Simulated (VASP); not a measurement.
Set up this calculation in VASP 6.6.1, as the native input.

- Task: single point
- Functional: PBEsol
- Potentials or basis: VASP PAW PBE potentials, release 64 (W_sv)
- Cutoff: 500 eV
- k mesh: 11 × 11 × 21
- Occupations: gaussian, width 0.1 eV
- Spin: no spin polarisation
- Dipole correction: no
- Further INCAR settings: ALGO = Normal; EDIFF = 1e-06; NBANDS = 13; ISYM = 0

The structure of W lies in POSCAR:

```
W
1.0
    3.1543602779      0.0000000000      0.0000000000
    0.0000000000      3.1543602779      0.0000000000
    1.5771801389     -1.5771801389      1.5771801389
W
1
Direct
    0.0000000000      0.0000000000      0.0000000000
```

One way to write it, as run:

INCAR

```
SYSTEM = W
PREC = Accurate
ENCUT = 500
EDIFF = 1E-6
ISMEAR = 0
SIGMA = 0.1
LREAL = .False.
LASPH = .True.
NELM = 120
ALGO = Normal
ISIF = 2
LWAVE = .False.
LCHARG = .True.
GGA = PS
LELF = .True.
LVHAR = .True.
ISYM = 0
NBANDS = 13
GGA_COMPAT = .False.
```

KPOINTS

```
regular mesh
0
Gamma
  11 11 21
  0 0 0
```

Potentials or basis: VASP PAW PBE potentials, release 64 (W_sv).

The run is started by

```sh
$ cat potpaw_PBE.64/W_sv/POTCAR > POTCAR
$ mpirun -np 1 vasp_std > vasp.out
```

It gave:

```
Pressure               : 0.4 GPa
Band gap on the k mesh : zero (band 7 reaches 16.38 eV, above the bottom of band 8 at 10.17 eV)
```

Caveat: the PAW data sets were made with another functional, which shifts forces and pressure a little; spin-orbit coupling is left out, which moves the levels of the heavy elements.

It took 3.9 min on 1 thread of Intel Xeon 8259CL, on a shared host, peak memory 0.33 GiB.
